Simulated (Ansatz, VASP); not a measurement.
## NaF: VASP beside Ansatz

The input INCAR:

```
PREC = Accurate
ENCUT = 600
EDIFF = 1E-7
ISMEAR = 0
SIGMA = 0.02
LREAL = F
LASPH = T
NELM = 120
ALGO = Normal
ISIF = 3
LWAVE = F
LCHARG = F
GGA = CA
IBRION = 2
NSW = 100
EDIFFG = -0.002
GGA_COMPAT = F
NELMIN = 4
```

Contents of KPOINTS:

```
regular mesh
0
Gamma
  10 10 10
```

POSCAR

```
NaF
1.0
    0.0000000000      2.2511321385      2.2511321385
    2.2511321385      0.0000000000      2.2511321385
    2.2511321385      2.2511321385      0.0000000000
Na F
1 1
Direct
    0.0000000000      0.0000000000      0.0000000000
    0.5000000000      0.5000000000      0.5000000000
```

Input for Ansatz:

```yaml
crystal:
  lattice:
    - [0.0, 2.2511321385, 2.2511321385]
    - [2.2511321385, 0.0, 2.2511321385]
    - [2.2511321385, 2.2511321385, 0.0]
  atoms:
    - { symbol: Na, position: [0.0, 0.0, 0.0] }
    - { symbol: F, position: [0.5, 0.5, 0.5] }
basis:
  ecutwfc: 420
kpoints:
  mp_grid: { grid: [10, 10, 10] }
hamiltonian:
  xc: lda
  pseudopotentials: { kind: paw, azcp: { folder: soft_1 } }
scf:
  occupations: { method: gaussian, width: 0.02 }
output:
  forces: true
  stress: true
  eigenvalues: true
  write_density: true
  write_potential: true
  elf: true
  volumetric_format: npy
relax:
  adjacent_minimum: "off"
  f_tol: 0.002
  max_steps: 80
  cell: { stress_tol: 0.02 }
```

Alike in both runs: task relaxation of cell and atoms; functional LDA; k mesh 10 × 10 × 10; occupations gaussian, width 0.02 eV; no spin polarisation.

|  | VASP | Ansatz |
| --- | --- | --- |
| version | VASP 6.6.1 | Ansatz 0.2.0 |
| potentials or method | VASP PAW LDA potentials, release 64 (Na_pv, F), cutoff 600 eV | scalar-relativistic, plane waves, PAW |
| valence electrons in the cell | 14 | 16 |

|  | VASP | Ansatz | Ansatz less VASP |
| --- | --- | --- | --- |
| gap on the k mesh at the Fermi level, each at its own relaxed structure (eV) | 6.45 | 6.46 | +0.011 |
| relaxed volume (Å³/atom) | 11.39 | 11.41 | +0.015 |
| relaxed cell length with the largest relative difference (Å) | 3.182 | 3.184 | +0.0014 |

Ansatz warns that its potentials were made for another functional, while VASP's fit it. LDA's correlation is that of Perdew and Zunger in VASP and of Perdew and Wang (1992) in Ansatz. VASP's potentials hold 14 valence electrons a cell and Ansatz's 16, so a difference there can come from the potentials and not from the codes.
